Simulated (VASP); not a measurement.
# Fe (P6_3/mmc) in VASP: further runs

Runs on Fe. Level: PBEsol. Tasks: single point, relaxation of cell and atoms.

Program: VASP 6.6.1. These are calculated values, not measurements. Logs are shortened: lines on timing, memory, paths and dates and some standing lists are left out, and cuts for length are marked.

### 1 The cell of the first run

It takes space group P6_3/mmc (No. 194, hexagonal). The conventional cell has a = 2.434 Å, b = 2.434 Å, c = 3.842 Å, α = 90.00°, β = 90.00°, γ = 120.00°. Fe (site symmetry -6m2) has 12 Fe at 2.38 to 2.43 Å within 3.1 Å.

### 2 Single point, PBEsol, collinear spin, ferromagnetic start

INCAR

```
ALGO = Fast ; EDIFF = 1E-6
ENCUT = 520 ; GGA = PS
ISIF = 2 ; ISMEAR = 0
ISPIN = 2 ; LASPH = True
LCHARG = False ; LMAXMIX = 4
LORBIT = 11 ; LREAL = False
LWAVE = False ; MAGMOM = 4 4
NBANDS = 19 ; NELM = 150
PREC = Accurate ; SIGMA = 0.1
```

KPOINTS

```
k-points
0
Gamma
  9 9 6
```

POSCAR

```
Fe
1.0
    2.4341575853      0.0000000000      0.0000000000
   -1.2170787927      2.1080423057      0.0000000000
    0.0000000000      0.0000000000      3.8419344700
Fe
2
Direct
    0.3333333300      0.6666666700      0.2500000000
    0.6666666700      0.3333333300      0.7500000000
```

Potentials or basis: VASP PAW PBE potentials, release 64 (Fe).

Started as:

```console
$ cat potpaw_PBE.64/Fe/POTCAR > POTCAR
$ mpirun -np 1 vasp_std > vasp.out
```

OUTCAR:

```text
EDIFF = 1E-6
   ENCUT = 520
   GGA = PS
   ISIF = 2
   ISMEAR = 0
   ISPIN = 2
   LASPH = True
   LORBIT = 11
   LREAL = False
   NELM = 150
   PREC = Accurate

 ion  position               nearest neighbor table
   1  0.333  0.667  0.250-   2 2.38   2 2.38   2 2.38   2 2.38   2 2.38   2 2.38
   2  0.667  0.333  0.750-   1 2.38   1 2.38   1 2.38   1 2.38   1 2.38   1 2.38

  LATTYP: Found a hexagonal cell.
 ALAT       =     2.4341575853
 C/A-ratio  =     1.5783425417

  Lattice vectors:

 A1 = (   2.4341575853,   0.0000000000,   0.0000000000)
 A2 = (  -1.2170787927,   2.1080423057,   0.0000000000)
 A3 = (   0.0000000000,   0.0000000000,   3.8419344700)

Analysis of symmetry for initial positions (statically):
=====================================================================
 Subroutine PRICEL returns:
 Original cell was already a primitive cell.

 Routine SETGRP: Setting up the symmetry group for a
 hexagonal supercell.

 Subroutine GETGRP returns: Found 24 space group operations
 (whereof 12 operations were pure point group operations)
 out of a pool of 24 trial point group operations.

The static configuration has the point symmetry D_3d.
 The point group associated with its full space group is D_6h.

Analysis of symmetry for dynamics (positions and initial velocities):
=====================================================================
 Subroutine PRICEL returns:
 Original cell was already a primitive cell.

 Routine SETGRP: Setting up the symmetry group for a
 hexagonal supercell.

 Subroutine GETGRP returns: Found 24 space group operations
 (whereof 12 operations were pure point group operations)
 out of a pool of 24 trial point group operations.

The dynamic configuration has the point symmetry D_3d.
 The point group associated with its full space group is D_6h.

Analysis of structural, dynamic, and magnetic symmetry:
=====================================================================
 Subroutine PRICEL returns:
 Original cell was already a primitive cell.

 Routine SETGRP: Setting up the symmetry group for a
 hexagonal supercell.

 Subroutine GETGRP returns: Found 24 space group operations
 (whereof 12 operations were pure point group operations)
 out of a pool of 24 trial point group operations.

The overall configuration has the point symmetry D_3d.
 The point group associated with its full space group is D_6h.

 Subroutine INISYM returns: Found 24 space group operations
 (whereof 12 operations are pure point group operations),
 and found     1 'primitive' translations

----------------------------------------------------------------------------------------

                                     Primitive cell

  volume of cell :      19.7141

  direct lattice vectors                    reciprocal lattice vectors
     2.434157585  0.000000000  0.000000000     0.410819746  0.237186891  0.000000000
    -1.217078793  2.108042306  0.000000000     0.000000000  0.474373781  0.000000000
     0.000000000  0.000000000  3.841934470     0.000000000  0.000000000  0.260285543

  length of vectors
     2.434157585  2.434157585  3.841934470     0.474373781  0.474373781  0.260285543

  position of ions in fractional coordinates (direct lattice)
     0.333333330  0.666666670  0.250000000
     0.666666670  0.333333330  0.750000000

  ion indices of the primitive-cell ions
   primitive index   ion index
                 1           1
                 2           2

----------------------------------------------------------------------------------------

 KPOINTS: k-points

Automatic generation of k-mesh.
 Grid dimensions read from file:
 generate k-points for:    9    9    6

 Generating k-lattice:

  Cartesian coordinates                     Fractional coordinates (reciprocal lattice)
     0.045646638  0.026354099  0.000000000     0.111111111  0.000000000  0.000000000
     0.000000000  0.052708198  0.000000000     0.000000000  0.111111111  0.000000000
     0.000000000  0.000000000  0.043380924     0.000000000  0.000000000  0.166666667

  Length of vectors
     0.052708198  0.052708198  0.043380924

  Shift w.r.t. Gamma in fractional coordinates (k-lattice)
     0.000000000  0.000000000  0.000000000

 Subroutine IBZKPT returns following result:
 ===========================================

 Found     48 irreducible k-points:

 Following reciprocal coordinates:
            Coordinates               Weight
  0.000000  0.000000  0.000000      1.000000
  0.111111  0.000000  0.000000      6.000000
  0.222222  0.000000  0.000000      6.000000
  0.333333  0.000000  0.000000      6.000000
  0.444444  0.000000  0.000000      6.000000
  0.111111  0.111111  0.000000      6.000000
[... 16 lines left out ...]
  0.333333  0.222222  0.166667     24.000000
  0.333333  0.333333  0.166667      4.000000
 [... further k-points ...]
   k-points           NKPTS =     48   k-points in BZ     NKDIM =     48   number of bands    NBANDS=     19
   number of dos      NEDOS =    301   number of ions     NIONS =      2
   total plane-waves  NPLWV =   9720
   dimension x,y,z NGX =    18 NGY =   18 NGZ =   30
   dimension x,y,z NGXF=    36 NGYF=   36 NGZF=   60
   ions per type =               2
   NGX,Y,Z   is equivalent  to a cutoff of  12.29, 12.29, 12.98 a.u.
   NGXF,Y,Z  is equivalent  to a cutoff of  24.59, 24.59, 25.96 a.u.
 SYSTEM =  unknown system
   PREC   = accura    normal or accurate (medium, high low for compatibility)
   ISTART =      0    job   : 0-new  1-cont  2-samecut
   ICHARG =      2    charge: 1-file 2-atom 10-const
   ISPIN  =      2    spin polarized calculation?
   LNONCOLLINEAR =      F non collinear calculations
   LSORBIT =      F    spin-orbit coupling
   LASPH  =      T    aspherical Exc in radial PAW
   ENCUT  =  520.0 eV  38.22 Ry    6.18 a.u.   4.53  4.53  7.14*2*pi/ulx,y,z
   NELM   =    150;   NELMIN=  2; NELMDL= -5     # of ELM steps
   EDIFF  = 0.1E-05   stopping-criterion for ELM
   LREAL  =      F    real-space projection
   EDIFFG = 0.1E-04   stopping-criterion for IOM
   NSW    =      0    number of steps for IOM
   IBRION =     -1    ionic relax: 0-MD 1-quasi-New 2-CG
   NFREE  =      0    steps in history (QN), initial steepest desc. (CG)
   ISIF   =      2    stress and relaxation
   ISYM   =      2    0-nonsym 1-usesym 2-fastsym
   POTIM  = 0.5000    time-step for ionic-motion
   TEBEG  =    0.0;   TEEND  =   0.0 temperature during run
   PSTRESS=    0.0 pullay stress
   NELECT =      16.0000    total number of electrons
   NUPDOWN=      -1.0000    fix difference up-down
   EMIN   =  10.00;   EMAX   =-10.00  energy-range for DOS
   EFERMI =   0.00;   METHOD = LEGACY
   ISMEAR =     0;   SIGMA  =   0.10  broadening in eV -4-tet -1-fermi 0-gaus
   EFERMI_NEDOS =   21; number of points for ismear=-14 and -15
   IALGO  =     68    algorithm
   IMIX   =      4    mixing-type and parameters
     AMIX     =   0.40;   BMIX     =  1.00
     AMIX_MAG =   1.60;   BMIX_MAG =  1.00
  volume/ion in A,a.u.               =       9.86        66.52
  Fermi-wavevector in a.u.,A,eV,Ry     =   1.527058  2.885721 31.727505  2.331906
  Thomas-Fermi vector in A             =   2.635006
   LORBIT       =     11    0 simple, 1 ext, 2 COOP (PROOUT), +10 PAW based schemes
   GGA     = PS    functional components
   LHFCALC =     F    Hartree Fock is set to
   AEXX    =    0.0000 exact exchange contribution
   IVDW    =     0    specifies the selected vdW correction
   LEPSILON=     F    determine dielectric tensor
   LRPA    =     F    only Hartree local field effects (RPA)
 spin polarized calculation
 RMM-DIIS sequential band-by-band and
 Gauss-broadening in eV      SIGMA  =   0.10
  energy-cutoff  :      520.00
  volume of cell :       19.71
 maximum number of plane-waves:       543
 NGX is ok and might be reduce to    18
   NGX =  9   NGY =  9   NGZ = 15

 number of electron      16.0000009 magnetization      -0.0005838

 number of electron      16.0000009 magnetization       0.0009486

 Free energy of the ion-electron system (eV)
  ---------------------------------------------------
  ext. energy  EPLUGINS =         0.00000000
  ---------------------------------------------------
  free energy    TOTEN  =       -17.88501569 eV

  energy without entropy =      -17.87611856  energy(sigma->0) =      -17.88056713

 E-fermi :   7.1176     XC(G=0): -14.1481

 val. band max:        7.0760037119   @ k =   0.2222   0.1111   0.0000
 cond. band min:       7.1834344286   @ k =   0.1111   0.1111   0.3333
 fundamental gap:      0.1074307168
 Fermi energy:         7.1175749826

 spin component 1

 k-point     1 :       0.0000    0.0000    0.0000
  band No.  band energies     occupation
      1      -2.0273      1.00000
      2       1.9646      1.00000
      3       5.3718      1.00000
      4       5.3718      1.00000
      5       5.5336      1.00000
      6       5.8671      1.00000
[... 11 lines left out ...]
     18      33.9892      0.00000
     19      34.7394      0.00000

 k-point     2 :       0.1111    0.0000    0.0000
  band No.  band energies     occupation
      1      -1.5613      1.00000
      2       2.2599      1.00000
      3       4.9269      1.00000
      4       5.6389      1.00000
      5       5.6946      1.00000
      6       5.7137      1.00000
[... 11 lines left out ...]
     18      34.5392      0.00000
     19      34.5412      0.00000

 k-point     3 :       0.2222    0.0000    0.0000
  band No.  band energies     occupation
      1      -0.2801      1.00000
      2       2.8302      1.00000
      3       4.3255      1.00000
      4       4.3977      1.00000
      5       5.4829      1.00000
      6       5.6757      1.00000
[... 434 lines left out ...]
      1       2.7459      1.00000
      2       3.2770      1.00000
      3       3.3731      1.00000
      4       3.8548      1.00000
      5       4.9280      1.00000
      6       5.3242      1.00000
[... 11 lines left out ...]
     18      27.2692      0.00000
     19      30.3393      0.00000

 k-point    24 :       0.3333    0.3333    0.1667
  band No.  band energies     occupation
      1       3.0170      1.00000
      2       3.4781      1.00000
      3       3.4781      1.00000
      4       3.7328      1.00000
      5       4.9536      1.00000
      6       4.9536      1.00000
[... 11 lines left out ...]
     18      27.4940      0.00000
     19      27.4940      0.00000

 [... further k-points ...]

 spin component 2

 k-point     1 :       0.0000    0.0000    0.0000
  band No.  band energies     occupation
      1      -2.0273      1.00000
      2       1.9650      1.00000
      3       5.3724      1.00000
      4       5.3724      1.00000
      5       5.5343      1.00000
      6       5.8677      1.00000
[... 11 lines left out ...]
     18      33.9890      0.00000
     19      34.7395      0.00000

 k-point     2 :       0.1111    0.0000    0.0000
  band No.  band energies     occupation
      1      -1.5613      1.00000
      2       2.2603      1.00000
      3       4.9275      1.00000
      4       5.6395      1.00000
      5       5.6948      1.00000
      6       5.7143      1.00000
[... 11 lines left out ...]
     18      34.5391      0.00000
     19      34.5411      0.00000

 k-point     3 :       0.2222    0.0000    0.0000
  band No.  band energies     occupation
      1      -0.2801      1.00000
      2       2.8307      1.00000
      3       4.3257      1.00000
      4       4.3983      1.00000
      5       5.4835      1.00000
      6       5.6760      1.00000
[... 434 lines left out ...]
      1       2.7461      1.00000
      2       3.2774      1.00000
      3       3.3733      1.00000
      4       3.8551      1.00000
      5       4.9283      1.00000
      6       5.3245      1.00000
[... 11 lines left out ...]
     18      27.2693      0.00000
     19      30.3394      0.00000

 k-point    24 :       0.3333    0.3333    0.1667
  band No.  band energies     occupation
      1       3.0172      1.00000
      2       3.4785      1.00000
      3       3.4785      1.00000
      4       3.7331      1.00000
      5       4.9538      1.00000
      6       4.9538      1.00000
[... 11 lines left out ...]
     18      27.4941      0.00000
     19      27.4941      0.00000

 [... further k-points ...]

------------------------ aborting loop because EDIFF is reached ----------------------------------------

  FORCE on cell =-STRESS in cart. coord.  units (eV):
  Direction    XX          YY          ZZ          XY          YZ          ZX
  --------------------------------------------------------------------------------------
  -------------------------------------------------------------------------------------
  Total       -0.3270754     -0.3270754     -0.0943130      0.0000000      0.0000000      0.0000000
  in kB      -26.5815640    -26.5815640     -7.6648566      0.0000000      0.0000000      0.0000000
  external PRESSURE =     -20.2759948 kB  Pullay stress =       0.0000000 kB

 VOLUME and BASIS-vectors are now :
 -----------------------------------------------------------------------------
  energy-cutoff  :      520.00
  volume of cell :       19.71
      direct lattice vectors                 reciprocal lattice vectors
     2.434157585  0.000000000  0.000000000     0.410819746  0.237186891  0.000000000
    -1.217078793  2.108042306  0.000000000     0.000000000  0.474373781  0.000000000
     0.000000000  0.000000000  3.841934470     0.000000000  0.000000000  0.260285543

 POSITION                                       TOTAL-FORCE (eV/Angst)
 -----------------------------------------------------------------------------------
     -0.00000      1.40536      0.96048         0.000000     -0.000000      0.000000
      1.21708      0.70268      2.88145        -0.000000      0.000000      0.000000
 -----------------------------------------------------------------------------------
    total drift:                                0.000000     -0.000000     -0.000000

  FREE ENERGIE OF THE ION-ELECTRON SYSTEM (eV)
  ---------------------------------------------------
  free  energy   TOTEN  =       -17.8850156907 eV

  energy  without entropy=      -17.8761185600  energy(sigma->0) =      -17.88056713

 total charge

# of ion       s       p       d       tot
------------------------------------------
    1        0.555   0.677   6.372   7.604
    2        0.555   0.677   6.372   7.604
--------------------------------------------------
tot          1.111   1.354  12.744  15.208

 magnetization (x)

# of ion       s       p       d       tot
------------------------------------------
    1       -0.000  -0.000   0.000   0.000
    2       -0.000  -0.000   0.000   0.000
--------------------------------------------------
tot         -0.000  -0.000   0.000   0.000
```

Run time: 29 s. Hardware: 1 thread of Intel Xeon 6975P-C, shared host; peak memory 0.15 GiB.

What came out:

| Property | Result |
| --- | --- |
| Free energy | -17.8850 eV |
| Pressure | -2.0 GPa |
| Band gap on the k mesh | zero (filled and empty bands overlap) |
| Net moment | 0.00 μB per cell |
| Valence electrons inside the program's atomic spheres | Fe 7.60 |

Caveat: the starting moments collapsed, and a magnetic state may lie lower; the PAW data sets were made with another functional, which shifts forces and pressure a little.

### 3 Single point, PBEsol

This run uses another cell than the first one, of 9.81 Å³/atom, 0.996 times its volume.

INCAR

```
SYSTEM = Fe
PREC = Accurate
ENCUT = 520
EDIFF = 1E-6
ISMEAR = 0
SIGMA = 0.1
LREAL = .False.
LASPH = .True.
NELM = 80
ALGO = Fast
ISIF = 2
LWAVE = .False.
LCHARG = .True.
GGA = PS
LELF = .True.
LVHAR = .True.
NBANDS = 15
```

KPOINTS

```
Automatic mesh
0
Gamma
  21 21 12
  0 0 0
```

POSCAR

```
Fe
1.0
    2.4291775515      0.0000000000      0.0000000000
   -1.2145887758      2.1037294698      0.0000000000
    0.0000000000      0.0000000000      3.8408855688
Fe
2
Direct
    0.3333333333      0.6666666667      0.2500000000
    0.6666666667      0.3333333333      0.7500000000
```

Potentials or basis: VASP PAW PBE potentials, release 64 (Fe).

Started as:

```console
$ cat potpaw_PBE.64/Fe/POTCAR > POTCAR
$ mpirun -np 1 vasp_std > vasp.out
```

Run time: 68 s. Hardware: 1 thread of Intel Xeon 6975P-C, shared host; peak memory 0.2 GiB.

It converged, with:

```
Free energy            : -17.8762 eV
Pressure               : -0.3 GPa
Band gap on the k mesh : zero (band 8 reaches 8.13 eV, above the bottom of band 9 at 6.14 eV)
```

Stress tensor (GPa, compression positive):
```
-0.23  0.00  0.00
 0.00 -0.23  0.00
 0.00  0.00 -0.40
```

Levels at points of the mesh, in eV from the Fermi level:
| k point | band 5 | band 6 | band 7 | band 8 | band 9 | band 10 | band 11 | band 12 |
| --- | --- | --- | --- | --- | --- | --- | --- | --- |
| (0.00, 0.00, 0.00) | -1.61 | -1.25 | -1.25 | -0.89 | -0.89 | 0.53 | 0.76 | 0.76 |
| (0.00, 0.00, 0.50) | -1.87 | -1.87 | -1.87 | -1.87 | 0.35 | 0.35 | 0.35 | 0.35 |

Caveat: the PAW data sets were made with another functional, which shifts forces and pressure a little; the run has no spin polarisation, though such a crystal can be magnetic.

(Part 1 of 2 ends here.)
